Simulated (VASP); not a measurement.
A run of VASP 6.6.1 is set up as follows.

The input INCAR:

```
ALGO     = Normal         # electronic algorithm
EDIFF    = 1E-6           # SCF threshold, eV
ENCUT    = 520            # plane-wave cutoff, eV
GGA      = PS             # functional
ISIF     = 2              # what is computed and relaxed
ISMEAR   = -1             # smearing method
ISPIN    = 2              # spin polarisation
LASPH    = T              # aspherical terms in the spheres
LCHARG   = F              # write CHGCAR
LMAXMIX  = 4              # l up to which the mixer works
LORBIT   = 11             # projections on sites
LREAL    = F              # projectors in reciprocal space
LWAVE    = F              # write WAVECAR
MAGMOM   = 0 1.46 0 0     # initial moments
NBANDS   = 29             # bands
NELM     = 150            # most SCF steps
PREC     = Accurate       # precision mode
SIGMA    = 0.05           # smearing width, eV
```

KPOINTS

```
k-points
0
Gamma
  9 9 6
```

Contents of POSCAR:

```
TaVN2
1.0
    3.0498670000      0.0000000000      0.0000000000
    0.0000000000      3.0498670000      0.0000000000
    0.0000000000      0.0000000000      4.2960620000
Ta V N
1 1 2
Direct
    0.0000000000      0.0000000000      0.0000000000
    0.5000000000      0.5000000000      0.5000000000
    0.5000000000      0.5000000000      0.0000000000
    0.0000000000      0.0000000000      0.5000000000
```

Potentials or basis: VASP PAW PBE potentials, release 64 (Ta_pv, V_sv, N).

Launch:

```sh
$ cat potpaw_PBE.64/Ta_pv/POTCAR potpaw_PBE.64/V_sv/POTCAR potpaw_PBE.64/N/POTCAR > POTCAR
$ mpirun -np 1 vasp_std > vasp.out
```

Predict the pressure.

-11.8 GPa.

Estimate the net moment.

0.00 μB per cell.

Estimate the band gap on the k mesh.

zero (filled and empty bands overlap).

Stress tensor (GPa, compression positive):
```
-11.00   0.00   0.00
  0.00 -11.00   0.00
  0.00   0.00 -13.55
```

Caveat: the PAW data sets were made with another functional, which shifts forces and pressure a little; spin-orbit coupling is left out, which moves the levels of the heavy elements. With open d or f shells a metallic result of PBEsol can be an artefact of self-interaction; +U or a hybrid may open a gap.
